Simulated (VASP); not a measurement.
CsSnI3: single point with PBE

The system is CsSnI3.

```xyz
5
Lattice="5.0044 2.8893 5.0801 -5.0044 2.8893 5.0801 0.0000 -5.7786 5.0801" Properties=species:S:1:pos:R:3 pbc="T T T"
Cs    0.0000    0.0000    8.5569
Sn    0.0000    0.0000   13.1328
I     2.8653   -1.6543    6.5111
I     0.0000    3.3086    6.5111
I    -2.8653   -1.6543    6.5111
```

```yaml
Program: VASP 6.6.1
Task: single point
Functional: PBE
Potentials_or_basis: VASP PAW PBE potentials, release 64 (Cs_sv, Sn_d, I)
Cutoff: 520 eV
k_mesh: 3 × 3 × 3
Occupations: gaussian, width 0.02 eV
Spin: no spin polarisation
```

The pressure is 0.0 GPa. The largest force is 0.014 eV/Å and the band gap on the k mesh is 3.33 eV, indirect (least direct gap 3.38 eV).

Forces in eV/Å, atoms in the order of the input:
```
Cs   0.000  0.000 -0.002
Sn   0.000  0.000  0.014
I   -0.004  0.002 -0.004
I    0.000 -0.004 -0.004
I    0.004  0.002 -0.004
```

Levels at points of the mesh, in eV from the valence-band top:
| k point | band 19 | band 20 | band 21 | band 22 | band 23 | band 24 | band 25 | band 26 |
| --- | --- | --- | --- | --- | --- | --- | --- | --- |
| (0.00, 0.00, 0.00) | -0.31 | -0.31 | -0.17 | -0.04 | 3.44 | 3.62 | 3.62 | 4.48 |

Wall time 2 min on 1 thread of AMD EPYC 7R43 64-Core Processor (Zen 3) (shared host), peak memory 0.49 GiB.

Caveat: spin-orbit coupling is left out, which moves the levels of the heavy elements. A k mesh can miss the band edges.
